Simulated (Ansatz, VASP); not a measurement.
## One calculation of AlRu, two programs

```
Al Ru
1.0
     2.85698    0.00000    0.00000
     0.00000    2.99160    0.00000
     0.00000    0.00000    2.99160
Al Ru
1 1
Direct
  0.00000 0.00000 0.00000
  0.50000 0.50000 0.50000
```

Change from the starting cell: strain -0.0450 x Voigt [1, 0, 0, 0, 0, 0], atoms carried along.

Alike in both runs: task single point; functional PBEsol; k mesh 16 × 16 × 16; occupations gaussian, width 0.15 eV; no spin polarisation.

|  | VASP | Ansatz |
| --- | --- | --- |
| version | VASP 6.6.1 | Ansatz 0.2.0 |
| potentials or method | VASP PAW PBE potentials, release 64 (Al, Ru_pv), cutoff 520 eV | scalar-relativistic, plane waves, PAW |
| valence electrons in the cell | 17 | 19 |

Ansatz gave:

| Quantity | Value |
| --- | --- |
| gap on the k mesh at the Fermi level (eV) | none |
| pressure (GPa) | 7.5 |
| traceless stress, the component that is largest in VASP (GPa) | 6.24 |

Task: Which values does VASP return?

Result: gap on the k mesh at the Fermi level (eV): none; pressure (GPa): 7.5; traceless stress, the component that is largest in VASP (GPa): 6.27.

VASP's potentials were made for PBE, not for PBEsol. A gap of «none» marks a metal or a gap that the smearing closes. VASP's potentials hold 17 valence electrons a cell and Ansatz's 19, so a difference there can come from the potentials and not from the codes.
